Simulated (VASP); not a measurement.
# HfN (Fm-3m) in VASP: a series of runs

Runs on HfN. Level: PBEsol. Tasks: vibrations by perturbation theory.

Everything below comes from runs of VASP 6.6.1. Logs are shortened: lines on timing, memory, paths and dates and some standing lists are left out, and cuts for length are marked.

## 1. The cell of the first run

Symmetry: Fm-3m, No. 225, cubic system. Conventional cell: a = 4.502 Å, b = 4.502 Å, c = 4.502 Å, α = 90.00°, β = 90.00°, γ = 90.00°. Hf (site symmetry m-3m) has 6 N at 2.25 Å within 3.0 Å. N (site symmetry m-3m) has 6 Hf at 2.25 Å within 3.0 Å.

## 2. Vibrations by perturbation theory, PBEsol

INCAR reads:

```
  ALGO = Normal
  EDIFF = 1E-8
  ENCUT = 520
  GGA = PS
  IBRION = 8
  ISIF = 2
  ISMEAR = -1
  LASPH = T
  LCHARG = F
  LREAL = F
  LWAVE = F
  NBANDS = 14
  NELM = 100
  NSW = 1
  PREC = Accurate
  SIGMA = 0.1
```

KPOINTS reads:

```
k-points
0
Gamma
  14 14 14
```

POSCAR reads:

```
HfN
1.0
    0.0000000000      2.2511088304      2.2511088304
    2.2511088304      0.0000000000      2.2511088304
    2.2511088304      2.2511088304      0.0000000000
Hf N
1 1
Direct
    0.0000000000      0.0000000000      0.0000000000
    0.5000000000      0.5000000000      0.5000000000
```

Potentials or basis: VASP PAW PBE potentials, release 64 (Hf_pv, N).

Launch:

```sh
> cat potpaw_PBE.64/Hf_pv/POTCAR potpaw_PBE.64/N/POTCAR > POTCAR
> mpirun -np 1 vasp_std > vasp.out
```

OUTCAR:

```text
EDIFF = 1E-8
   ENCUT = 520
   GGA = PS
   IBRION = 8
   ISIF = 2
   ISMEAR = -1
   LASPH = T
   LREAL = F
   NELM = 100
   NSW = 1
   PREC = Accurate

 ion  position               nearest neighbor table
   1  0.000  0.000  0.000-   2 2.25   2 2.25   2 2.25   2 2.25   2 2.25   2 2.25
   2  0.500  0.500  0.500-   1 2.25   1 2.25   1 2.25   1 2.25   1 2.25   1 2.25

  LATTYP: Found a face centered cubic cell.
 ALAT       =     4.5022176608

  Lattice vectors:

 A1 = (   0.0000000000,   2.2511088304,   2.2511088304)
 A2 = (   2.2511088304,   0.0000000000,   2.2511088304)
 A3 = (   2.2511088304,   2.2511088304,   0.0000000000)

Analysis of symmetry for initial positions (statically):
=====================================================================
 Subroutine PRICEL returns:
 Original cell was already a primitive cell.

 Routine SETGRP: Setting up the symmetry group for a
 face centered cubic supercell.

 Subroutine GETGRP returns: Found 48 space group operations
 (whereof 48 operations were pure point group operations)
 out of a pool of 48 trial point group operations.

The static configuration has the point symmetry O_h .

Analysis of symmetry for dynamics (positions and initial velocities):
=====================================================================
 Subroutine PRICEL returns:
 Original cell was already a primitive cell.

 Routine SETGRP: Setting up the symmetry group for a
 face centered cubic supercell.

 Subroutine GETGRP returns: Found 48 space group operations
 (whereof 48 operations were pure point group operations)
 out of a pool of 48 trial point group operations.

The dynamic configuration has the point symmetry O_h .

 Subroutine INISYM returns: Found 48 space group operations
 (whereof 48 operations are pure point group operations),
 and found     1 'primitive' translations

----------------------------------------------------------------------------------------

[... 567 lines left out ...]

 VOLUME and BASIS-vectors are now :
 -----------------------------------------------------------------------------
  energy-cutoff  :      520.00
  volume of cell :       22.81
      direct lattice vectors                 reciprocal lattice vectors
     0.000000000  2.251108830  2.251108830    -0.222112762  0.222112762  0.222112762
     2.251108830  0.000000000  2.251108830     0.222112762 -0.222112762  0.222112762
     2.251108830  2.251108830  0.000000000     0.222112762  0.222112762 -0.222112762

 POSITION                                       TOTAL-FORCE (eV/Angst)
 -----------------------------------------------------------------------------------
      0.00000      0.00000      0.00000         0.000000      0.000000      0.000000
      2.25111      2.25111      2.25111         0.000000      0.000000      0.000000
 -----------------------------------------------------------------------------------
    total drift:                                0.000000     -0.000000     -0.000000

  FREE ENERGIE OF THE ION-ELECTRON SYSTEM (eV)
  ---------------------------------------------------
  free  energy   TOTEN  =       -23.0000286455 eV

  energy  without entropy=      -22.9789024097  energy(sigma->0) =      -22.98946553

[... ionic steps 2 to 3 ...]

--------------------------------------- Ionic step        4  -------------------------------------------

------------------------ aborting loop because EDIFF is reached ----------------------------------------

[... ionic steps 5 to 6 ...]

--------------------------------------- Ionic step        7  -------------------------------------------

 Free energy of the ion-electron system (eV)
  ---------------------------------------------------
  ---------------------------------------------------
  free energy    TOTEN  =        -0.23215060 eV

  energy without entropy =       -0.23215060

------------------------ aborting loop because EDIFF is reached ----------------------------------------

 INTERNAL STRAIN TENSOR  FOR ION    2  DIRECTION 1   (eV/Angst):
 -----------------------------------------------------------------------------
    -0.00520 -0.00000  0.00000
    -0.00000  0.00083  0.00000
     0.00000  0.00000  0.00083

 INTERNAL STRAIN TENSOR FOR ION    2 for displacements in x,y,z  (eV/Angst):
          X           Y           Z          XY          YZ          ZX
  --------------------------------------------------------------------------------
  x     0.00000     0.00000     0.00000     0.00000     0.00000     0.00000
  y     0.00000     0.00000     0.00000     0.00000     0.00000     0.00000
  z     0.00000     0.00000     0.00000     0.00000     0.00000     0.00000

 SECOND DERIVATIVES (NOT SYMMETRIZED)
 ------------------------------------
               1X          1Y          1Z          2X          2Y          2Z
  1X   -12.177297    0.000000    0.000000   12.177297    0.000000    0.000000
  1Y     0.000000  -12.177297    0.000000    0.000000   12.177297    0.000000
  1Z     0.000000    0.000000  -12.177297    0.000000    0.000000   12.177297
  2X    12.185000    0.000000    0.000000  -12.185000    0.000000    0.000000
  2Y     0.000000   12.185000    0.000000    0.000000  -12.185000    0.000000
  2Z     0.000000    0.000000   12.185000    0.000000    0.000000  -12.185000

 Eigenvectors and eigenvalues of the dynamical matrix
 ----------------------------------------------------

   1 f  =   15.145103 THz    95.159491 2PiTHz  505.186272 cm-1    62.635087 meV
             X         Y         Z           dx          dy          dz
      0.000000  0.000000  0.000000     0.269617   -0.000000   -0.000000
      2.251109  2.251109  2.251109    -0.962968    0.000000   -0.000000
[... 21 lines left out ...]
   6 f/i=    0.001243 THz     0.007811 2PiTHz    0.041469 cm-1     0.005141 meV
             X         Y         Z           dx          dy          dz
      0.000000  0.000000  0.000000     0.945695   -0.168152    0.068497
      2.251109  2.251109  2.251109     0.264781   -0.047080    0.019178

--------------------------------------------------------------------------------------------------------

 ELASTIC MODULI CONTR FROM IONIC RELAXATION (kBar)
 Direction    XX          YY          ZZ          XY          YZ          ZX
 --------------------------------------------------------------------------------
 XX           0.0000      0.0000      0.0000      0.0000      0.0000      0.0000
 YY           0.0000      0.0000      0.0000      0.0000      0.0000      0.0000
 ZZ           0.0000      0.0000      0.0000      0.0000      0.0000      0.0000
 XY           0.0000      0.0000      0.0000      0.0000      0.0000      0.0000
 YZ           0.0000      0.0000      0.0000      0.0000      0.0000      0.0000
 ZX           0.0000      0.0000      0.0000      0.0000      0.0000      0.0000
 --------------------------------------------------------------------------------
```

Wall time 2.5 min (1 thread of Intel Xeon Platinum 8259CL at 2.50GHz (Skylake/Cascade Lake), shared host); peak memory 0.3 GiB.

What came out:

| Item | Value |
| --- | --- |
| Highest phonon frequency at Γ | 505 cm⁻¹ |

Phonon frequencies in cm⁻¹ (negative: imaginary):
| q point | frequencies |
| --- | --- |
| (0.000, 0.000, 0.000) | 0 0 0 505 505 505 |

Caveat: the cell stands under pressure or tension, which shifts response properties; the PAW data sets were made with another functional, which shifts forces and pressure a little; spin-orbit coupling is left out, which moves the levels of the heavy elements.

## 3. Vibrations by perturbation theory, PBEsol

INCAR reads:

```
SYSTEM = HfN
ALGO = Normal
EDIFF = 1E-8
ENCUT = 520
GGA = PS
IBRION = 8
ISIF = 2
ISMEAR = -1
LASPH = .True.
LCHARG = .True.
LREAL = .False.
LWAVE = .False.
NBANDS = 14
NELM = 60
NSW = 1
PREC = Accurate
SIGMA = 0.1
```

KPOINTS reads:

```
k-points
0
Gamma
  14 14 14
  0 0 0
```

POSCAR is that of step 2.

Potentials or basis: VASP PAW PBE potentials, release 64 (Hf_pv, N).

Launch:

```sh
> cat potpaw_PBE.64/Hf_pv/POTCAR potpaw_PBE.64/N/POTCAR > POTCAR
> mpirun -np 1 vasp_std > vasp.out
```

OUTCAR:

```text
SYSTEM = HfN
   EDIFF = 1E-8
   ENCUT = 520
   GGA = PS
   IBRION = 8
   ISIF = 2
   ISMEAR = -1
   LASPH = .True.
   LREAL = .False.
   NELM = 60
   NSW = 1
   PREC = Accurate

 ion  position               nearest neighbor table
   1  0.000  0.000  0.000-   2 2.25   2 2.25   2 2.25   2 2.25   2 2.25   2 2.25
   2  0.500  0.500  0.500-   1 2.25   1 2.25   1 2.25   1 2.25   1 2.25   1 2.25

  LATTYP: Found a face centered cubic cell.
 ALAT       =     4.5022176608

  Lattice vectors:

 A1 = (   0.0000000000,   2.2511088304,   2.2511088304)
 A2 = (   2.2511088304,   0.0000000000,   2.2511088304)
 A3 = (   2.2511088304,   2.2511088304,   0.0000000000)

Analysis of symmetry for initial positions (statically):
=====================================================================
 Subroutine PRICEL returns:
 Original cell was already a primitive cell.

 Routine SETGRP: Setting up the symmetry group for a
 face centered cubic supercell.

 Subroutine GETGRP returns: Found 48 space group operations
 (whereof 48 operations were pure point group operations)
 out of a pool of 48 trial point group operations.

The static configuration has the point symmetry O_h .

Analysis of symmetry for dynamics (positions and initial velocities):
=====================================================================
 Subroutine PRICEL returns:
 Original cell was already a primitive cell.

 Routine SETGRP: Setting up the symmetry group for a
 face centered cubic supercell.

 Subroutine GETGRP returns: Found 48 space group operations
 (whereof 48 operations were pure point group operations)
 out of a pool of 48 trial point group operations.

The dynamic configuration has the point symmetry O_h .

 Subroutine INISYM returns: Found 48 space group operations
 (whereof 48 operations are pure point group operations),
 and found     1 'primitive' translations

----------------------------------------------------------------------------------------

                                     Primitive cell

  volume of cell :      22.8149

  direct lattice vectors                    reciprocal lattice vectors
     0.000000000  2.251108830  2.251108830    -0.222112762  0.222112762  0.222112762
     2.251108830  0.000000000  2.251108830     0.222112762 -0.222112762  0.222112762
     2.251108830  2.251108830  0.000000000     0.222112762  0.222112762 -0.222112762

  length of vectors
     3.183548638  3.183548638  3.183548638     0.384710589  0.384710589  0.384710589

  position of ions in fractional coordinates (direct lattice)
     0.000000000  0.000000000  0.000000000
     0.500000000  0.500000000  0.500000000

  ion indices of the primitive-cell ions
   primitive index   ion index
                 1           1
[... 132 lines left out ...]
      2     -22.7261      2.00000
      3     -22.7261      2.00000
      4      -9.2087      2.00000
      5       5.2961      2.00000
      6       5.2961      2.00000
      7       5.2961      2.00000
      8       7.9152      1.95227
      9       7.9152      1.95227
     10       7.9152      1.95227
     11      10.2049      0.00000
     12      10.2617      0.00000
     13      10.2617      0.00000
     14      17.8557      0.00000
[... 377 lines left out ...]
      1     -23.2359      2.00000
      2     -22.8432      2.00000
      3     -22.8273      2.00000
      4      -7.9002      2.00000
      5       1.5045      2.00000
      6       3.4845      2.00000
      7       3.8701      2.00000
      8       7.2103      1.99996
      9      10.7238      0.00000
     10      10.8398      0.00000
     11      12.2327      0.00000
     12      12.2843      0.00000
     13      15.9017      0.00000
     14      20.5886      0.00000

 [... further k-points ...]
[... 5 lines left out ...]
  --------------------------------------------------------------------------------------
  -------------------------------------------------------------------------------------
  Total       -0.3142201     -0.3142201     -0.3142201      0.0000000     -0.0000000      0.0000000
  in kB      -22.0660715    -22.0660715    -22.0660715      0.0000000     -0.0000000      0.0000000
  external PRESSURE =     -22.0660715 kB  Pullay stress =       0.0000000 kB

 VOLUME and BASIS-vectors are now :
 -----------------------------------------------------------------------------
  energy-cutoff  :      520.00
  volume of cell :       22.81
      direct lattice vectors                 reciprocal lattice vectors
     0.000000000  2.251108830  2.251108830    -0.222112762  0.222112762  0.222112762
     2.251108830  0.000000000  2.251108830     0.222112762 -0.222112762  0.222112762
     2.251108830  2.251108830  0.000000000     0.222112762  0.222112762 -0.222112762

 POSITION                                       TOTAL-FORCE (eV/Angst)
 -----------------------------------------------------------------------------------
      0.00000      0.00000      0.00000         0.000000      0.000000      0.000000
      2.25111      2.25111      2.25111         0.000000      0.000000      0.000000
 -----------------------------------------------------------------------------------
    total drift:                                0.000000     -0.000000     -0.000000

  FREE ENERGIE OF THE ION-ELECTRON SYSTEM (eV)
  ---------------------------------------------------
  free  energy   TOTEN  =       -23.0000286455 eV

  energy  without entropy=      -22.9789024097  energy(sigma->0) =      -22.98946553

[... ionic steps 2 to 3 ...]

--------------------------------------- Ionic step        4  -------------------------------------------

------------------------ aborting loop because EDIFF is reached ----------------------------------------

[... ionic steps 5 to 6 ...]

--------------------------------------- Ionic step        7  -------------------------------------------

 Free energy of the ion-electron system (eV)
  ---------------------------------------------------
  ---------------------------------------------------
  free energy    TOTEN  =        -0.23215060 eV

  energy without entropy =       -0.23215060

------------------------ aborting loop because EDIFF is reached ----------------------------------------

 INTERNAL STRAIN TENSOR  FOR ION    2  DIRECTION 1   (eV/Angst):
 -----------------------------------------------------------------------------
    -0.00520 -0.00000  0.00000
    -0.00000  0.00083  0.00000
     0.00000  0.00000  0.00083

 INTERNAL STRAIN TENSOR FOR ION    2 for displacements in x,y,z  (eV/Angst):
          X           Y           Z          XY          YZ          ZX
  --------------------------------------------------------------------------------
  x     0.00000     0.00000     0.00000     0.00000     0.00000     0.00000
  y     0.00000     0.00000     0.00000     0.00000     0.00000     0.00000
  z     0.00000     0.00000     0.00000     0.00000     0.00000     0.00000

 SECOND DERIVATIVES (NOT SYMMETRIZED)
 ------------------------------------
               1X          1Y          1Z          2X          2Y          2Z
  1X   -12.177297    0.000000    0.000000   12.177297    0.000000    0.000000
  1Y     0.000000  -12.177297    0.000000    0.000000   12.177297    0.000000
  1Z     0.000000    0.000000  -12.177297    0.000000    0.000000   12.177297
  2X    12.185000    0.000000    0.000000  -12.185000    0.000000    0.000000
  2Y     0.000000   12.185000    0.000000    0.000000  -12.185000    0.000000
  2Z     0.000000    0.000000   12.185000    0.000000    0.000000  -12.185000

 Eigenvectors and eigenvalues of the dynamical matrix
 ----------------------------------------------------

   1 f  =   15.145103 THz    95.159491 2PiTHz  505.186272 cm-1    62.635087 meV
             X         Y         Z           dx          dy          dz
      0.000000  0.000000  0.000000     0.269617   -0.000000   -0.000000
      2.251109  2.251109  2.251109    -0.962968    0.000000   -0.000000
[... 21 lines left out ...]
   6 f/i=    0.001243 THz     0.007811 2PiTHz    0.041469 cm-1     0.005141 meV
             X         Y         Z           dx          dy          dz
      0.000000  0.000000  0.000000     0.945695   -0.168152    0.068497
      2.251109  2.251109  2.251109     0.264781   -0.047080    0.019178

--------------------------------------------------------------------------------------------------------

 ELASTIC MODULI CONTR FROM IONIC RELAXATION (kBar)
 Direction    XX          YY          ZZ          XY          YZ          ZX
 --------------------------------------------------------------------------------
 XX           0.0000      0.0000      0.0000      0.0000      0.0000      0.0000
 YY           0.0000      0.0000      0.0000      0.0000      0.0000      0.0000
 ZZ           0.0000      0.0000      0.0000      0.0000      0.0000      0.0000
 XY           0.0000      0.0000      0.0000      0.0000      0.0000      0.0000
 YZ           0.0000      0.0000      0.0000      0.0000      0.0000      0.0000
 ZX           0.0000      0.0000      0.0000      0.0000      0.0000      0.0000
 --------------------------------------------------------------------------------
```

OSZICAR:

```text
N       E                     dE             d eps       ncg     rms          rms(c)
DAV:   1     0.369264642286E+02    0.36926E+02   -0.77647E+03  2920   0.101E+03
DAV:   2    -0.237553157433E+02   -0.60682E+02   -0.57070E+02  3786   0.238E+02
DAV:   3    -0.257219979473E+02   -0.19667E+01   -0.19579E+01  3328   0.349E+01
[... 45 lines left out ...]
RMM:   9    -0.232150682289E+00   -0.13506E-06   -0.12127E-08 12470   0.778E-05    0.968E-05
RMM:  10    -0.232150614123E+00    0.68166E-07   -0.19720E-09 12861   0.129E-05    0.135E-05
RMM:  11    -0.232150586049E+00    0.28075E-07   -0.23689E-09 11679   0.414E-06    0.180E-05
RMM:  12    -0.232150600410E+00   -0.14361E-07   -0.24049E-09 10191   0.199E-06    0.204E-06
RMM:  13    -0.232150600913E+00   -0.50244E-09   -0.21123E-10  6577   0.943E-07    0.111E-06
 Linear response finished
```

Wall time 2.5 min (1 thread of Intel Xeon Platinum 8259CL at 2.50GHz (Skylake/Cascade Lake), shared host); peak memory 0.3 GiB.

What came out:

* Highest phonon frequency at Γ: 505 cm⁻¹

Phonon frequencies in cm⁻¹ (negative: imaginary):
```
              q point        frequencies
(0.000, 0.000, 0.000)  0 0 0 505 505 505
```

Caveat: the cell stands under pressure or tension, which shifts response properties; the PAW data sets were made with another functional, which shifts forces and pressure a little; spin-orbit coupling is left out, which moves the levels of the heavy elements.
